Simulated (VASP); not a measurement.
Here is a VASP 6.6.1 calculation.

INCAR

```
SYSTEM = C
PREC     = Accurate       ! precision mode
ENCUT    = 520            ! plane-wave cutoff, eV
EDIFF    = 1E-6           ! SCF threshold, eV
ISMEAR   = 0              ! smearing method
SIGMA    = 0.05           ! smearing width, eV
LREAL    = .False.        ! projectors in reciprocal space
LASPH    = .True.         ! aspherical terms in the spheres
NELM     = 80             ! most SCF steps
ALGO     = Normal         ! electronic algorithm
ISIF     = 2              ! what is computed and relaxed
LWAVE    = .False.        ! write WAVECAR
LCHARG   = .False.        ! write CHGCAR
GGA      = PE             ! functional
NBANDS   = 11             ! bands
```

File KPOINTS:

```
Automatic mesh
0
Gamma
  12 12 12
  0 0 0
```

The input POSCAR:

```
C
1.0
    0.0000000000      1.7545907401      1.8483474972
    1.7545907401      0.0000000000      1.8483474972
    1.7545907401      1.7545907401      0.0000000000
C
2
Direct
    0.5000000000      0.5000000000      0.5000000000
    0.7500000000      0.7500000000      0.7500000000
```

Potentials or basis: VASP PAW PBE potentials, release 64 (C).

Command:

```sh
$ cat potpaw_PBE.64/C/POTCAR > POTCAR
$ mpirun -np 1 vasp_std > vasp.out
```

(1) Predict the band gap on the k mesh.

(2) Estimate the pressure.

## Answers

(1) 3.49 eV, indirect (least direct gap 5.12 eV).

(2) 1.1 GPa.

Caveat: the cell differs from its parent crystal (strain +e along x and -e along y +0.0000, strain +e along z and -e/2 along x and y +0.0350).
